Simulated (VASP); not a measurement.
The system is FeO.

```
Fe O
1.0
     1.58442    0.91477    2.48305
    -1.58442    0.91477    2.48305
     0.00000   -1.82953    2.48305
Fe O
1 1
Direct
  0.00000 0.00000 0.00000
  0.50000 0.50000 0.50000
```

| Property | Result |
| --- | --- |
| Program | VASP 6.6.1 |
| Task | relaxation of cell and atoms |
| Functional | PBE |
| Potentials or basis | VASP PAW PBE potentials, release 64 (Fe, O) |
| Cutoff | 600 eV |
| k mesh | 12 × 12 × 12 |
| Occupations | gaussian, width 0.02 eV |
| Spin | collinear spin, ferromagnetic start |
| Starting moments | [3.9, 0.17] μB |
| Hubbard terms | Fe d U = 5.3 eV |

At the start: pressure -9.7 GPa; volume 10.80 Å³/atom.

Problem. How do energy, volume and symmetry change on relaxing?

Solution. Over 10 steps the energy falls by 23.8 meV/atom and the volume is 10.11 Å³/atom (-6.3 %); space group R-3m (No. 166, to 0.1 Å) before, Fm-3m (No. 225, to 0.1 Å); moment 4.00 μB per cell.

The path:
```tsv
step	energy change (eV)	largest force (eV/Å)	pressure (GPa)	volume (Å³)
1	0.0000	0.0000	-9.69	21.59
2	-0.0362	0.0000	5.49	19.62
3	-0.0457	0.0000	0.15	20.20
4	-0.0467	0.0000	0.12	20.21
5	-0.0476	0.0000	-0.01	20.23
6	-0.0476	0.0000	-0.02	20.23
7	-0.0476	0.0000	0.06	20.22
8	-0.0476	0.0000	-0.04	20.23
9	-0.0476	0.0000	-0.02	20.22
10	-0.0476	0.0000	-0.01	20.22
```

Final structure:
```yaml
crystal:
  lattice:
    - [1.53594, 0.88677, 2.47471]
    - [-1.53594, 0.88677, 2.47471]
    - [0.00000, -1.77355, 2.47471]
  atoms:
    - { symbol: Fe, position: [0.00000, 0.00000, 0.00000] }
    - { symbol: O, position: [0.50000, 0.50000, 0.50000] }
```

Caveat: a cell with one magnetic atom can't hold antiferromagnetic order, which such compounds often take.
